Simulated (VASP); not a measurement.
Crystal: Te.

```
Te
1.0
     3.18543    0.00000    0.00000
     0.00000    4.47573    0.00000
    -0.28609    0.00000    4.36489
Te
2
Direct
  0.49230 0.75000 0.27911
  0.50770 0.25000 0.72089
```

| Property | Result |
| --- | --- |
| Program | VASP 6.6.1 |
| Task | relaxation of cell and atoms |
| Functional | PBE |
| Potentials or basis | VASP PAW PBE potentials, release 64 (Te) |
| Cutoff | 600 eV |
| k mesh | 6 × 4 × 4 |
| Occupations | gaussian, width 0.1 eV |
| Spin | no spin polarisation |

At the start: pressure 4.1 GPa; volume 31.12 Å³/atom.

**Question.** Where does the relaxation end?

**Answer.** Over 14 steps the energy falls by 107.2 meV/atom and the volume is 33.66 Å³/atom (+8.2 %); space group P2_1/m (No. 11, to 0.1 Å) before, P4/mmm (No. 123, to 0.1 Å).

The path:
| step | energy change (eV) | largest force (eV/Å) | pressure (GPa) | volume (Å³) |
| --- | --- | --- | --- | --- |
| 1 | 0.0000 | 0.8848 | 4.14 | 62.23 |
| 2 | -0.0932 | 0.3410 | -2.15 | 69.74 |
| 3 | -0.1001 | 0.4319 | -1.06 | 67.99 |
| 4 | -0.1499 | 0.4255 | -0.67 | 67.46 |
| 5 | -0.1662 | 0.1780 | 1.92 | 65.60 |
| 6 | -0.1929 | 0.2524 | 0.38 | 66.59 |
| 7 | -0.1941 | 0.1806 | 0.62 | 66.40 |
| 8 | -0.2023 | 0.0699 | -0.27 | 67.75 |
| 9 | -0.2023 | 0.0618 | -0.23 | 67.68 |
| 10 | -0.2079 | 0.0749 | 0.02 | 67.35 |
| 11 | -0.2116 | 0.1097 | 0.45 | 66.75 |
| 12 | -0.2133 | 0.0509 | -0.41 | 67.84 |
| 13 | -0.2137 | 0.0680 | -0.15 | 67.51 |
| 14 | -0.2144 | 0.0162 | -0.01 | 67.32 |

Final structure:
```
Te
1.0
     3.47918    0.00000    0.13424
     0.00000    4.40521    0.00000
    -0.15036    0.00000    4.38645
Te
2
Direct
  0.49959 0.75000 0.24960
  0.50041 0.25000 0.75040
```
